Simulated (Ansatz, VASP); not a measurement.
## BN: VASP beside Ansatz

```
N B
1.0
     2.55394    0.00000    0.00000
    -1.27697    2.21178    0.00000
     0.00000    0.00000    4.22685
N B
2 2
Direct
  0.33333 0.66667 0.12528
  0.66667 0.33333 0.62528
  0.33333 0.66667 0.49972
  0.66667 0.33333 0.99972
```

Alike in both runs: task relaxation of cell and atoms; functional revPBE; dispersion D4; k mesh 12 × 12 × 6; occupations fermi-dirac, width 0.05 eV; no spin polarisation.

|  | VASP | Ansatz |
| --- | --- | --- |
| version | VASP 6.6.1 | Ansatz 0.2.0 |
| potentials or method | VASP PAW PBE potentials, release 64 (N, B) | Ansatz PAW |
| plane-wave cutoff (eV) | 600 | 420 |
| valence electrons in the cell | 16 | 16 |

|  | VASP | Ansatz | Ansatz less VASP |
| --- | --- | --- | --- |
| gap on the k mesh at the Fermi level, each at its own relaxed structure (eV) | 5.20 | 5.23 | +0.024 |
| relaxed volume (Å³/atom) | 5.82 | 5.82 | 0.000 |
| relaxed cell length with the largest relative difference (Å) | 2.534 | 2.533 | -0.0001 |

VASP's potentials were made for PBE, not for revPBE.

Noted on Ansatz's run: the plane-wave basis is chosen anew once the cell has moved, so the energies of steps on either side of that aren't comparable.
